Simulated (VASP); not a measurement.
Here is a VASP 6.6.1 calculation.

INCAR

```
SYSTEM = La2O3
PREC = Accurate
ENCUT = 600
EDIFF = 1E-6
ISMEAR = 0
SIGMA = 0.1
LREAL = .FALSE.
LASPH = .TRUE.
NELM = 100
ALGO = Normal
ISIF = 3
LWAVE = .FALSE.
LCHARG = .FALSE.
GGA = PE
IBRION = 2
NSW = 90
EDIFFG = -0.04
```

The input KPOINTS:

```
regular mesh
0
G
  4 4 4
  0 0 0
```

Contents of POSCAR:

```
La2O3
1.0
    0.0000000000      3.3191520000      4.6167698900
    3.2473913900      0.0000000000      4.6167698900
    3.2473913900      3.3191520000      0.0000000000
La O
2 3
Direct
    0.7406179000      0.7406179000      0.2593821000
    0.2593821000      0.2593821000      0.7406179000
    0.0493323200      0.0493323200      0.4506676800
    0.4506676800      0.4506676800      0.0493323200
    0.0000000000      0.0000000000      0.0000000000
```

Potentials or basis: VASP PAW PBE potentials, release 64 (La, O).

Run with:

```console
$ cat potpaw_PBE.64/La/POTCAR potpaw_PBE.64/O/POTCAR > POTCAR
$ mpirun -np 1 vasp_std > vasp.out
```

Question: Estimate the space group after relaxing (to 0.1 Å).

Answer: I-4m2 (No. 119).

Question: Predict the relaxed volume.

Answer: 17.14 Å³/atom.

Question: Estimate the relaxed cell.

Answer: a = 4.959 Å, b = 4.960 Å, c = 4.929 Å, α = 60.19°, β = 60.21°, γ = 59.60°.

Question: Predict the band gap on the k mesh.

Answer: 0.02 eV.

Forces on the atoms (eV/Å):
```
La   0.000  0.000  0.011
La   0.000  0.000 -0.011
O    0.000  0.000  0.000
O    0.000  0.000  0.000
O    0.000  0.000  0.000
```

Caveat: the smearing spreads over this small gap; semilocal functionals underestimate gaps, and a narrow one can read as zero; spin-orbit coupling is left out, which moves the levels of the heavy elements. A k mesh can miss the band edges.
